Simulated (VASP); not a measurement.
# Sr (P6_3/mmc) in VASP: single point with PBEsol

Aim: the single point of Sr with PBEsol.

All numbers are computed with VASP 6.6.1; they aren't measurements. Logs are shortened: lines on timing, memory, paths and dates and some standing lists are left out, and cuts for length are marked.

### Step 1. The cell of the first run

The structure is hexagonal, space group P6_3/mmc (No. 194). The conventional cell has a = 4.195 Å, b = 4.195 Å, c = 6.879 Å, α = 90.00°, β = 90.00°, γ = 120.00°. Sr (site symmetry -6m2) has 12 Sr at 4.19 to 4.21 Å within 5.5 Å.

This isn't the form of Sr at room conditions, which is fcc.

### Step 2. Single point, PBEsol

Contents of INCAR:

```
ALGO = Fast
EDIFF = 1E-6
ENCUT = 520
GGA = PS
ISIF = 2
ISMEAR = 0
LASPH = True
LCHARG = False
LREAL = False
LWAVE = False
NBANDS = 17
NELM = 60
PREC = Accurate
SIGMA = 0.15
```

Contents of KPOINTS:

```
k-points
0
Gamma
  15 15 8
```

Contents of POSCAR:

```
Sr
1.0
    4.1945366880      0.0000000000      0.0000000000
   -2.0972683440      3.6325753289      0.0000000000
    0.0000000000      0.0000000000      6.8785266096
Sr
2
Direct
    0.3333333333      0.6666666667      0.2500000000
    0.6666666667      0.3333333333      0.7500000000
```

Potentials or basis: VASP PAW PBE potentials, release 64 (Sr_sv).

Started as:

```sh
$ cat potpaw_PBE.64/Sr_sv/POTCAR > POTCAR
$ mpirun -np 1 vasp_std > vasp.out
```

OUTCAR:

```text
EDIFF = 1E-6
   ENCUT = 520
   GGA = PS
   ISIF = 2
   ISMEAR = 0
   LASPH = True
   LREAL = False
   NELM = 60
   PREC = Accurate

 ion  position               nearest neighbor table
   1  0.333  0.667  0.250-   2 4.21   2 4.21   2 4.21   2 4.21   2 4.21   2 4.21
   2  0.667  0.333  0.750-   1 4.21   1 4.21   1 4.21   1 4.21   1 4.21   1 4.21

  LATTYP: Found a hexagonal cell.
 ALAT       =     4.1945366880
 C/A-ratio  =     1.6398775649

  Lattice vectors:

 A1 = (   4.1945366880,   0.0000000000,   0.0000000000)
 A2 = (  -2.0972683440,   3.6325753289,   0.0000000000)
 A3 = (   0.0000000000,   0.0000000000,   6.8785266096)

Analysis of symmetry for initial positions (statically):
=====================================================================
 Subroutine PRICEL returns:
 Original cell was already a primitive cell.

 Routine SETGRP: Setting up the symmetry group for a
 hexagonal supercell.

 Subroutine GETGRP returns: Found 24 space group operations
 (whereof 12 operations were pure point group operations)
 out of a pool of 24 trial point group operations.

The static configuration has the point symmetry D_3d.
 The point group associated with its full space group is D_6h.

Analysis of symmetry for dynamics (positions and initial velocities):
=====================================================================
 Subroutine PRICEL returns:
 Original cell was already a primitive cell.

 Routine SETGRP: Setting up the symmetry group for a
 hexagonal supercell.

 Subroutine GETGRP returns: Found 24 space group operations
 (whereof 12 operations were pure point group operations)
 out of a pool of 24 trial point group operations.

The dynamic configuration has the point symmetry D_3d.
 The point group associated with its full space group is D_6h.

 Subroutine INISYM returns: Found 24 space group operations
 (whereof 12 operations are pure point group operations),
 and found     1 'primitive' translations

----------------------------------------------------------------------------------------

                                     Primitive cell

  volume of cell :     104.8079

  direct lattice vectors                    reciprocal lattice vectors
     4.194536688  0.000000000  0.000000000     0.238405353  0.137643395  0.000000000
    -2.097268344  3.632575329  0.000000000     0.000000000  0.275286790  0.000000000
     0.000000000  0.000000000  6.878526610     0.000000000  0.000000000  0.145379971

  length of vectors
     4.194536688  4.194536688  6.878526610     0.275286790  0.275286790  0.145379971

  position of ions in fractional coordinates (direct lattice)
     0.333333333  0.666666667  0.250000000
     0.666666667  0.333333333  0.750000000

  ion indices of the primitive-cell ions
   primitive index   ion index
                 1           1
                 2           2

----------------------------------------------------------------------------------------

 KPOINTS: k-points

Automatic generation of k-mesh.
 Grid dimensions read from file:
 generate k-points for:   15   15    8

 Generating k-lattice:

  Cartesian coordinates                     Fractional coordinates (reciprocal lattice)
     0.015893690  0.009176226  0.000000000     0.066666667  0.000000000  0.000000000
     0.000000000  0.018352453  0.000000000     0.000000000  0.066666667  0.000000000
     0.000000000  0.000000000  0.018172496     0.000000000  0.000000000  0.125000000

  Length of vectors
     0.018352453  0.018352453  0.018172496

  Shift w.r.t. Gamma in fractional coordinates (k-lattice)
     0.000000000  0.000000000  0.000000000

 Subroutine IBZKPT returns following result:
 ===========================================

 Found    135 irreducible k-points:

 Following reciprocal coordinates:
            Coordinates               Weight
  0.000000  0.000000  0.000000      1.000000
  0.066667 -0.000000  0.000000      6.000000
  0.133333  0.000000  0.000000      6.000000
  0.200000 -0.000000  0.000000      6.000000
  0.266667  0.000000  0.000000      6.000000
  0.333333 -0.000000  0.000000      6.000000
[... 16 lines left out ...]
  0.333333  0.200000  0.000000     12.000000
  0.400000  0.200000  0.000000      6.000000
 [... further k-points ...]
   k-points           NKPTS =    135   k-points in BZ     NKDIM =    135   number of bands    NBANDS=     17
   number of dos      NEDOS =    301   number of ions     NIONS =      2
   total plane-waves  NPLWV =  55296
   dimension x,y,z NGX =    32 NGY =   32 NGZ =   54
   dimension x,y,z NGXF=    64 NGYF=   64 NGZF=  108
   ions per type =               2
   NGX,Y,Z   is equivalent  to a cutoff of  12.68, 12.68, 13.05 a.u.
   NGXF,Y,Z  is equivalent  to a cutoff of  25.37, 25.37, 26.10 a.u.
 SYSTEM =  unknown system
   PREC   = accura    normal or accurate (medium, high low for compatibility)
   ISTART =      0    job   : 0-new  1-cont  2-samecut
   ICHARG =      2    charge: 1-file 2-atom 10-const
   ISPIN  =      1    spin polarized calculation?
   LNONCOLLINEAR =      F non collinear calculations
   LSORBIT =      F    spin-orbit coupling
   LASPH  =      T    aspherical Exc in radial PAW
   ENCUT  =  520.0 eV  38.22 Ry    6.18 a.u.   7.80  7.80 12.79*2*pi/ulx,y,z
   NELM   =     60;   NELMIN=  2; NELMDL= -5     # of ELM steps
   EDIFF  = 0.1E-05   stopping-criterion for ELM
   LREAL  =      F    real-space projection
   EDIFFG = 0.1E-04   stopping-criterion for IOM
   NSW    =      0    number of steps for IOM
   IBRION =     -1    ionic relax: 0-MD 1-quasi-New 2-CG
   NFREE  =      0    steps in history (QN), initial steepest desc. (CG)
   ISIF   =      2    stress and relaxation
   ISYM   =      2    0-nonsym 1-usesym 2-fastsym
   POTIM  = 0.5000    time-step for ionic-motion
   TEBEG  =    0.0;   TEEND  =   0.0 temperature during run
   PSTRESS=    0.0 pullay stress
   NELECT =      20.0000    total number of electrons
   NUPDOWN=      -1.0000    fix difference up-down
   EMIN   =  10.00;   EMAX   =-10.00  energy-range for DOS
   EFERMI =   0.00;   METHOD = LEGACY
   ISMEAR =     0;   SIGMA  =   0.15  broadening in eV -4-tet -1-fermi 0-gaus
   EFERMI_NEDOS =   21; number of points for ismear=-14 and -15
   IALGO  =     68    algorithm
   IMIX   =      4    mixing-type and parameters
     AMIX     =   0.40;   BMIX     =  1.00
     AMIX_MAG =   1.60;   BMIX_MAG =  1.00
  volume/ion in A,a.u.               =      52.40       353.64
  Fermi-wavevector in a.u.,A,eV,Ry     =   0.942512  1.781089 12.086444  0.888329
  Thomas-Fermi vector in A             =   2.070128
   LORBIT       =      0    0 simple, 1 ext, 2 COOP (PROOUT), +10 PAW based schemes
   GGA     = PS    functional components
   LHFCALC =     F    Hartree Fock is set to
   AEXX    =    0.0000 exact exchange contribution
   IVDW    =     0    specifies the selected vdW correction
   LEPSILON=     F    determine dielectric tensor
   LRPA    =     F    only Hartree local field effects (RPA)
 non-spin polarized calculation
 RMM-DIIS sequential band-by-band and
 Gauss-broadening in eV      SIGMA  =   0.15
  energy-cutoff  :      520.00
  volume of cell :      104.81
 maximum number of plane-waves:      2853
 NGX is ok and might be reduce to    32
   NGX = 15   NGY = 15   NGZ = 25

 number of electron      20.0000000 magnetization

 Free energy of the ion-electron system (eV)
  ---------------------------------------------------
  ext. energy  EPLUGINS =         0.00000000
  ---------------------------------------------------
  free energy    TOTEN  =        -3.68436778 eV

  energy without entropy =       -3.65650253  energy(sigma->0) =       -3.67043515

 E-fermi :   1.6760     XC(G=0):  -7.5826

 val. band max:        1.6754565144   @ k =   0.3333  -0.0000   0.0000
 cond. band min:       1.6815924229   @ k =   0.4000  -0.0000   0.0000
 fundamental gap:      0.0061359085
 Fermi energy:         1.6760419808

 k-point     1 :       0.0000    0.0000    0.0000
  band No.  band energies     occupation
      1     -34.7761      2.00000
      2     -34.7587      2.00000
      3     -16.9001      2.00000
      4     -16.7007      2.00000
      5     -16.7007      2.00000
      6     -16.6694      2.00000
[... 9 lines left out ...]
     16       4.4340      0.00000
     17       4.9912      0.00000

 k-point     2 :       0.0667   -0.0000    0.0000
  band No.  band energies     occupation
      1     -34.7754      2.00000
      2     -34.7583      2.00000
      3     -16.8968      2.00000
      4     -16.7086      2.00000
      5     -16.7032      2.00000
      6     -16.6776      2.00000
[... 9 lines left out ...]
     16       4.4984      0.00000
     17       4.8673      0.00000

 k-point     3 :       0.1333    0.0000    0.0000
  band No.  band energies     occupation
      1     -34.7734      2.00000
      2     -34.7573      2.00000
      3     -16.8870      2.00000
      4     -16.7310      2.00000
      5     -16.7101      2.00000
      6     -16.7006      2.00000
[... 9 lines left out ...]
     16       4.5308      0.00000
     17       4.7047      0.00000

 k-point     4 :       0.2000   -0.0000    0.0000
  band No.  band energies     occupation
      1     -34.7705      2.00000
      2     -34.7560      2.00000
      3     -16.8717      2.00000
      4     -16.7641      2.00000
      5     -16.7339      2.00000
      6     -16.7201      2.00000
[... 9 lines left out ...]
     16       4.5621      0.00000
     17       4.6168      0.00000
[... 343 lines left out ...]
      1     -34.7595      2.00000
      2     -34.7525      2.00000
      3     -16.8436      2.00000
      4     -16.8268      2.00000
      5     -16.8061      2.00000
      6     -16.7660      2.00000
[... 9 lines left out ...]
     16       5.3473      0.00000
     17       5.5348      0.00000

 k-point    23 :       0.3333    0.2000    0.0000
  band No.  band energies     occupation
      1     -34.7572      2.00000
      2     -34.7525      2.00000
      3     -16.8593      2.00000
      4     -16.8298      2.00000
      5     -16.7883      2.00000
      6     -16.7822      2.00000
[... 9 lines left out ...]
     16       5.4316      0.00000
     17       5.7547      0.00000

 k-point    24 :       0.4000    0.2000    0.0000
  band No.  band energies     occupation
      1     -34.7562      2.00000
      2     -34.7526      2.00000
      3     -16.8648      2.00000
      4     -16.8296      2.00000
      5     -16.7893      2.00000
      6     -16.7797      2.00000
[... 9 lines left out ...]
     16       5.5666      0.00000
     17       5.7931      0.00000

 [... further k-points ...]

------------------------ aborting loop because EDIFF is reached ----------------------------------------

  FORCE on cell =-STRESS in cart. coord.  units (eV):
  Direction    XX          YY          ZZ          XY          YZ          ZX
  --------------------------------------------------------------------------------------
  -------------------------------------------------------------------------------------
  Total       -0.0064656     -0.0064656      0.0075190      0.0000000      0.0000000     -0.0000000
  in kB       -0.0988376     -0.0988376      0.1149416      0.0000000      0.0000000     -0.0000000
  external PRESSURE =      -0.0275779 kB  Pullay stress =       0.0000000 kB

 VOLUME and BASIS-vectors are now :
 -----------------------------------------------------------------------------
  energy-cutoff  :      520.00
  volume of cell :      104.81
      direct lattice vectors                 reciprocal lattice vectors
     4.194536688  0.000000000  0.000000000     0.238405353  0.137643395  0.000000000
    -2.097268344  3.632575329  0.000000000     0.000000000  0.275286790  0.000000000
     0.000000000  0.000000000  6.878526610     0.000000000  0.000000000  0.145379971

 POSITION                                       TOTAL-FORCE (eV/Angst)
 -----------------------------------------------------------------------------------
     -0.00000      2.42172      1.71963        -0.000000     -0.000000     -0.000000
      2.09727      1.21086      5.15889         0.000000      0.000000      0.000000
 -----------------------------------------------------------------------------------
    total drift:                               -0.000000      0.000000     -0.000000

  FREE ENERGIE OF THE ION-ELECTRON SYSTEM (eV)
  ---------------------------------------------------
  free  energy   TOTEN  =        -3.6843677815 eV

  energy  without entropy=       -3.6565025277  energy(sigma->0) =       -3.67043515
```

Wall time 5.2 min (1 thread of Intel Xeon 8259CL, shared host); peak memory 0.37 GiB.

Results:

```
Free energy            : -3.6844 eV
Pressure               : 0.0 GPa
Band gap on the k mesh : zero (bands 10 and 11 overlap by 0.22 eV)
```

Caveat: the PAW data sets were made with another functional, which shifts forces and pressure a little.
